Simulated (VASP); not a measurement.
# TiO2 (I4_1/amd) in VASP: single point with r2SCAN

Aim: the single point of TiO2 with r2SCAN.

Program: VASP 6.6.1. These are calculated values, not measurements. Logs are shortened: lines on timing, memory, paths and dates and some standing lists are left out, and cuts for length are marked.

### 1 The cell of the first run

Symmetry: I4_1/amd, No. 141, tetragonal system. The conventional cell has a = 3.784 Å, b = 3.784 Å, c = 9.514 Å, α = 90.00°, β = 90.00°, γ = 90.00°. Ti (site symmetry -4m2) has 6 O at 1.93 to 1.98 Å within 2.6 Å. O (site symmetry 2mm) has 3 Ti at 1.93 to 1.98 Å and 2 O at 2.47 Å within 2.6 Å.

### 2 Single point, r2SCAN, collinear spin, zero start

Input file POSCAR:

```
TiO2
1.0
   -1.8922500000      1.8922500000      4.7571500000
    1.8922500000     -1.8922500000      4.7571500000
    1.8922500000      1.8922500000     -4.7571500000
Ti O
2 4
Direct
    0.0000000000      0.0000000000      0.0000000000
    0.7500000000      0.2500000000      0.5000000000
    0.2080600000      0.2080600000      0.0000000000
    0.9580600000      0.4580600000      0.5000000000
    0.5419400000      0.0419400000      0.5000000000
    0.7919400000      0.7919400000      0.0000000000
```

Input file INCAR.step1:

```
PREC = Accurate
ENCUT = 520
ISMEAR = -1
SIGMA = 0.03
LREAL = False
LASPH = True
NELM = 150
ISPIN = 2
MAGMOM = 0 0 0 0 0 0
NUPDOWN = 0.0
LMAXMIX = 4
NBANDS = 37
GGA = PE
ALGO = Normal
EDIFF = 1E-4
LWAVE = True
LCHARG = False
ISYM = 0
```

Input file INCAR.step2:

```
PREC = Accurate
ENCUT = 520
EDIFF = 1E-7
ISMEAR = -1
SIGMA = 0.03
LREAL = False
LASPH = True
NELM = 150
ALGO = Normal
ISIF = 2
LWAVE = False
LCHARG = True
ISPIN = 2
MAGMOM = 0 0 0 0 0 0
LORBIT = 11
NUPDOWN = 0.0
LMAXMIX = 4
METAGGA = R2SCAN
LMIXTAU = True
LELF = True
LVHAR = True
NBANDS = 37
ISTART = 1
ISYM = 0
```

Input file KPOINTS:

```
Automatic mesh
0
Gamma
  5 5 6
```

Potentials or basis: VASP PAW PBE potentials, release 64 (Ti_sv, O).

Launch:

```
cat potpaw_PBE.64/Ti_sv/POTCAR potpaw_PBE.64/O/POTCAR > POTCAR
cp INCAR.step1 INCAR
mpirun -np 1 vasp_std > vasp.out
cp INCAR.step2 INCAR
mpirun -np 1 vasp_std > vasp.out
```

OUTCAR:

```text
PREC = Accurate
   ENCUT = 520
   EDIFF = 1E-7
   ISMEAR = -1
   LREAL = False
   LASPH = True
   NELM = 150
   ISIF = 2
   ISPIN = 2
   LORBIT = 11
   NUPDOWN = 0.0
   METAGGA = R2SCAN
   ISTART = 1
   ISYM = 0

 ion  position               nearest neighbor table
   1  0.000  0.000  0.000-   5 1.93   4 1.93   5 1.93   4 1.93   3 1.98   6 1.98
   2  0.750  0.250  0.500-   6 1.93   3 1.93   6 1.93   3 1.93   4 1.98   5 1.98
   3  0.208  0.208  0.000-   2 1.93   2 1.93   1 1.98
   4  0.958  0.458  0.500-   1 1.93   1 1.93   2 1.98
   5  0.542  0.042  0.500-   1 1.93   1 1.93   2 1.98
   6  0.792  0.792  0.000-   2 1.93   2 1.93   1 1.98

IMPORTANT INFORMATION: All symmetrisations will be switched off!
NOSYMM: (Re-)initialisation of all symmetry stuff for point group C_1.

----------------------------------------------------------------------------------------

                                     Primitive cell

  volume of cell :      68.1340

  direct lattice vectors                    reciprocal lattice vectors
    -1.892250000  1.892250000  4.757150000     0.000000000  0.264235698  0.105104947
     1.892250000 -1.892250000  4.757150000     0.264235698  0.000000000  0.105104947
     1.892250000  1.892250000 -4.757150000     0.264235698  0.264235698  0.000000000

  length of vectors
     5.458177008  5.458177008  5.458177008     0.284372211  0.284372211  0.373685708

  position of ions in fractional coordinates (direct lattice)
     0.000000000  0.000000000  0.000000000
     0.750000000  0.250000000  0.500000000
     0.208060000  0.208060000  0.000000000
     0.958060000  0.458060000  0.500000000
     0.541940000  0.041940000  0.500000000
     0.791940000  0.791940000  0.000000000

  ion indices of the primitive-cell ions
   primitive index   ion index
                 1           1
                 2           2
                 3           3
                 4           4
                 5           5
                 6           6

----------------------------------------------------------------------------------------

 KPOINTS: Automatic mesh

Automatic generation of k-mesh.
 Grid dimensions read from file:
 generate k-points for:    5    5    6

 Generating k-lattice:

  Cartesian coordinates                     Fractional coordinates (reciprocal lattice)
     0.000000000  0.052847140  0.021020989     0.200000000 -0.000000000  0.000000000
     0.052847140  0.000000000  0.021020989    -0.000000000  0.200000000  0.000000000
     0.044039283  0.044039283  0.000000000     0.000000000  0.000000000  0.166666667

  Length of vectors
     0.056874442  0.056874442  0.062280951

  Shift w.r.t. Gamma in fractional coordinates (k-lattice)
     0.000000000  0.000000000  0.000000000

 -----------------------------------------------------------------------------
|                                                                             |
|           W    W    AA    RRRRR   N    N  II  N    N   GGGG   !!!           |
|           W    W   A  A   R    R  NN   N  II  NN   N  G    G  !!!           |
|           W    W  A    A  R    R  N N  N  II  N N  N  G       !!!           |
|           W WW W  AAAAAA  RRRRR   N  N N  II  N  N N  G  GGG   !            |
|           WW  WW  A    A  R   R   N   NN  II  N   NN  G    G                |
|           W    W  A    A  R    R  N    N  II  N    N   GGGG   !!!           |
|                                                                             |
|     Your reciprocal lattice and k-lattice belong to different lattice       |
|     classes:                                                                |
|                                                                             |
|        The reciprocal lattice is body-centered tetragonal,                  |
|        whereas your k-lattice is base-centered monoclinic.                  |
|                                                                             |
|     Results are often still useful ...                                      |
|                                                                             |
 -----------------------------------------------------------------------------

 WARNING: IBZKPT: internal override: KBLOWUP is changed to .FALSE.
      ... skipping the blow-up phase ...

 Subroutine IBZKPT returns following result:
 ===========================================

 Found     76 irreducible k-points:

 Following reciprocal coordinates:
            Coordinates               Weight
  0.000000  0.000000  0.000000      1.000000
  0.200000 -0.000000  0.000000      2.000000
  0.400000 -0.000000 -0.000000      2.000000
 -0.000000  0.200000  0.000000      2.000000
  0.200000  0.200000  0.000000      2.000000
  0.400000  0.200000  0.000000      2.000000
[... 16 lines left out ...]
 -0.200000  0.200000  0.166667      2.000000
  0.000000  0.400000  0.166667      2.000000
 [... further k-points ...]
   k-points           NKPTS =     76   k-points in BZ     NKDIM =     76   number of bands    NBANDS=     37
   number of dos      NEDOS =    301   number of ions     NIONS =      6
   total plane-waves  NPLWV =  74088
   dimension x,y,z NGX =    42 NGY =   42 NGZ =   42
   dimension x,y,z NGXF=    84 NGYF=   84 NGZF=   84
   ions per type =               2   4
   NGX,Y,Z   is equivalent  to a cutoff of  12.79, 12.79, 12.79 a.u.
   NGXF,Y,Z  is equivalent  to a cutoff of  25.58, 25.58, 25.58 a.u.
 SYSTEM =  unknown system
   PREC   = accura    normal or accurate (medium, high low for compatibility)
   ISTART =      1    job   : 0-new  1-cont  2-samecut
   ICHARG =      0    charge: 1-file 2-atom 10-const
   ISPIN  =      2    spin polarized calculation?
   LNONCOLLINEAR =      F non collinear calculations
   LSORBIT =      F    spin-orbit coupling
   LASPH  =      T    aspherical Exc in radial PAW
   ENCUT  =  520.0 eV  38.22 Ry    6.18 a.u.  10.15 10.15 10.15*2*pi/ulx,y,z
   NELM   =    150;   NELMIN=  2; NELMDL=  0     # of ELM steps
   EDIFF  = 0.1E-06   stopping-criterion for ELM
   LREAL  =      F    real-space projection
   EDIFFG = 0.1E-05   stopping-criterion for IOM
   NSW    =      0    number of steps for IOM
   IBRION =     -1    ionic relax: 0-MD 1-quasi-New 2-CG
   NFREE  =      0    steps in history (QN), initial steepest desc. (CG)
   ISIF   =      2    stress and relaxation
   ISYM   =      0    0-nonsym 1-usesym 2-fastsym
   POTIM  = 0.5000    time-step for ionic-motion
   TEBEG  =    0.0;   TEEND  =   0.0 temperature during run
   PSTRESS=    0.0 pullay stress
   NELECT =      48.0000    total number of electrons
   NUPDOWN=       0.0000    fix difference up-down
   EMIN   =  10.00;   EMAX   =-10.00  energy-range for DOS
   EFERMI =   0.00;   METHOD = LEGACY
   ISMEAR =    -1;   SIGMA  =   0.03  broadening in eV -4-tet -1-fermi 0-gaus
   EFERMI_NEDOS =   21; number of points for ismear=-14 and -15
   IALGO  =     38    algorithm
   IMIX   =      4    mixing-type and parameters
     AMIX     =   0.40;   BMIX     =  1.00
     AMIX_MAG =   1.60;   BMIX_MAG =  1.00
  volume/ion in A,a.u.               =      11.36        76.63
  Fermi-wavevector in a.u.,A,eV,Ry     =   1.456691  2.752746 28.870845  2.121947
  Thomas-Fermi vector in A             =   2.573579
   LORBIT       =     11    0 simple, 1 ext, 2 COOP (PROOUT), +10 PAW based schemes
   METAGGA = R2SCAN    functional components
   LHFCALC =     F    Hartree Fock is set to
   AEXX    =    0.0000 exact exchange contribution
   IVDW    =     0    specifies the selected vdW correction
   LEPSILON=     F    determine dielectric tensor
   LRPA    =     F    only Hartree local field effects (RPA)
 spin polarized calculation
  energy-cutoff  :      520.00
  volume of cell :       68.13
 maximum number of plane-waves:      1850
 NGX is ok and might be reduce to    42
   NGX = 21   NGY = 21   NGZ = 21

 number of electron      47.9999989 magnetization       0.0000000

 number of electron      47.9999989 magnetization      -0.0000000

 Free energy of the ion-electron system (eV)
  ---------------------------------------------------
  ext. energy  EPLUGINS =         0.00000000
  ---------------------------------------------------
  free energy    TOTEN  =       -69.85549696 eV

  energy without entropy =      -69.85549696  energy(sigma->0) =      -69.85549696

 E-fermi :   3.8913     XC(G=0): -11.4687

 val. band max:        3.0410487605   @ k =  -0.4000   0.4000   0.0000
 cond. band min:       5.5814607459   @ k =   0.0000   0.0000   0.0000
 fundamental gap:      2.5404119854
 Fermi energy:         3.8913242939

 spin component 1

 k-point     1 :       0.0000    0.0000    0.0000
  band No.  band energies     occupation
      1     -55.5345      1.00000
      2     -55.4729      1.00000
      3     -30.9587      1.00000
      4     -30.7056      1.00000
      5     -30.7056      1.00000
      6     -30.6333      1.00000
[... 925 lines left out ...]
     35      14.3948      0.00000
     36      15.3532      0.00000

 [... further k-points ...]

 spin component 2

 k-point     1 :       0.0000    0.0000    0.0000
  band No.  band energies     occupation
      1     -55.5345      1.00000
      2     -55.4729      1.00000
      3     -30.9587      1.00000
      4     -30.7056      1.00000
      5     -30.7056      1.00000
      6     -30.6333      1.00000
[... 925 lines left out ...]
     35      14.3948      0.00000
     36      15.3532      0.00000

 [... further k-points ...]

 [bands above 36 left out]

------------------------ aborting loop because EDIFF is reached ----------------------------------------

  FORCE on cell =-STRESS in cart. coord.  units (eV):
  Direction    XX          YY          ZZ          XY          YZ          ZX
  --------------------------------------------------------------------------------------
  -------------------------------------------------------------------------------------
  Total        0.6232004      0.6232102      0.9850611      0.0000160     -0.0001825     -0.0001823
  in kB       14.6546163     14.6548456     23.1638032      0.0003758     -0.0042917     -0.0042857
  external PRESSURE =      17.4910884 kB  Pullay stress =       0.0000000 kB

 VOLUME and BASIS-vectors are now :
 -----------------------------------------------------------------------------
  energy-cutoff  :      520.00
  volume of cell :       68.13
      direct lattice vectors                 reciprocal lattice vectors
    -1.892250000  1.892250000  4.757150000     0.000000000  0.264235698  0.105104947
     1.892250000 -1.892250000  4.757150000     0.264235698  0.000000000  0.105104947
     1.892250000  1.892250000 -4.757150000     0.264235698  0.264235698  0.000000000

 POSITION                                       TOTAL-FORCE (eV/Angst)
 -----------------------------------------------------------------------------------
      0.00000      0.00000      0.00000        -0.000126      0.000079     -0.000002
     -0.00000      1.89225      2.37858         0.000033     -0.000079      0.000002
      0.00000      0.00000      1.97955        -0.000011     -0.000025      0.044994
     -0.00000      1.89225      4.35812         0.000028     -0.000005      0.044992
      0.00000      1.89225      0.39903        -0.000001      0.000025     -0.044991
      0.00000      0.00000      7.53475         0.000077      0.000005     -0.044995
 -----------------------------------------------------------------------------------
    total drift:                                0.000000     -0.000000     -0.000000

  FREE ENERGIE OF THE ION-ELECTRON SYSTEM (eV)
  ---------------------------------------------------
  free  energy   TOTEN  =       -69.8554969648 eV

  energy  without entropy=      -69.8554969648  energy(sigma->0) =      -69.85549696

 total charge

# of ion       s       p       d       tot
------------------------------------------
    1        2.221   6.302   1.682  10.205
    2        2.221   6.302   1.682  10.205
    3        1.577   3.535   0.000   5.112
    4        1.577   3.535   0.000   5.112
    5        1.577   3.535   0.000   5.112
    6        1.577   3.535   0.000   5.112
--------------------------------------------------
tot         10.750  26.745   3.364  40.859

 magnetization (x)

# of ion       s       p       d       tot
------------------------------------------
    1        0.000   0.000  -0.000   0.000
    2       -0.000  -0.000   0.000  -0.000
    3       -0.000  -0.000   0.000  -0.000
    4        0.000   0.000   0.000   0.000
    5       -0.000  -0.000   0.000  -0.000
    6        0.000   0.000   0.000   0.000
--------------------------------------------------
tot         -0.000   0.000  -0.000  -0.000
```

Run time: 50 min. Hardware: 1 thread of Intel Xeon Platinum 8259CL at 2.50GHz (Skylake/Cascade Lake), shared host; peak memory 0.51 GiB.

What came out:

| Quantity | Value |
| --- | --- |
| Free energy | -69.8555 eV |
| Pressure | 1.7 GPa |
| Largest force | 0.045 eV/Å |
| Net moment | 0.00 μB per cell |
| Valence electrons inside the program's atomic spheres | Ti 10.21; O 5.11 |

Forces on the atoms (eV/Å):
```
Ti   0.000  0.000  0.000
Ti   0.000  0.000  0.000
O    0.000  0.000  0.045
O    0.000  0.000  0.045
O    0.000  0.000 -0.045
O    0.000  0.000 -0.045
```

Caveat: the PAW data sets were made with another functional, which shifts forces and pressure a little; the total moment is fixed, so each spin has its own Fermi level.
